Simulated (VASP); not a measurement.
Input of a VASP 6.6.1 run:

File POSCAR:

```
CaB6
1.0
    4.2171923770      0.0000000000      0.0000000000
    0.0000000000      4.2171923770      0.0000000000
    0.0000000000      0.0000000000      4.2171923770
Ca B
1 6
Direct
    0.5000000000      0.5000000000      0.5000000000
    0.0000000000      0.0000000000      0.2982067262
    0.0000000000      0.0000000000      0.7017932738
    0.2982067262      0.0000000000      0.0000000000
    0.7017932738      0.0000000000      0.0000000000
    0.0000000000      0.2982067262      0.0000000000
    0.0000000000      0.7017932738      0.0000000000
```

Contents of INCAR.step1:

```
SYSTEM = CaB6
PREC = Accurate
ENCUT = 520
ISMEAR = -1
SIGMA = 0.02
LREAL = .False.
LASPH = .True.
NELM = 100
NBANDS = 23
GGA = PE
ALGO = Normal
EDIFF = 1E-4
LWAVE = .True.
LCHARG = .False.
```

Contents of INCAR.step2:

```
SYSTEM = CaB6
PREC = Accurate
ENCUT = 520
EDIFF = 1E-7
ISMEAR = -1
SIGMA = 0.02
LREAL = .False.
LASPH = .True.
NELM = 100
ALGO = Normal
ISIF = 2
LWAVE = .False.
LCHARG = .False.
METAGGA = R2SCAN
LMIXTAU = .True.
NBANDS = 23
ISTART = 1
```

KPOINTS

```
regular mesh
0
Gamma
  6 6 6
  0 0 0
```

Potentials or basis: VASP PAW PBE potentials, release 64 (Ca_sv, B).

Run with:

```bash
$ cat potpaw_PBE.64/Ca_sv/POTCAR potpaw_PBE.64/B/POTCAR > POTCAR
$ cp INCAR.step1 INCAR
$ mpirun -np 1 vasp_std > vasp.out
$ cp INCAR.step2 INCAR
$ mpirun -np 1 vasp_std > vasp.out
```

Task: What does it give for the band gap on the k mesh?

Result: 0.01 eV.

Task: Estimate the pressure.

Result: -8.2 GPa.

Task: What does it give for the largest force?

Result: 0.294 eV/Å.

Forces on the atoms (eV/Å):
```
Ca   0.000  0.000  0.000
B    0.000  0.000 -0.294
B    0.000  0.000  0.294
B   -0.294  0.000  0.000
B    0.294  0.000  0.000
B    0.000 -0.294  0.000
B    0.000  0.294  0.000
```

Caveat: the cell stands under tension; the PAW data sets were made with another functional, which shifts forces and pressure a little. A k mesh can miss the band edges.
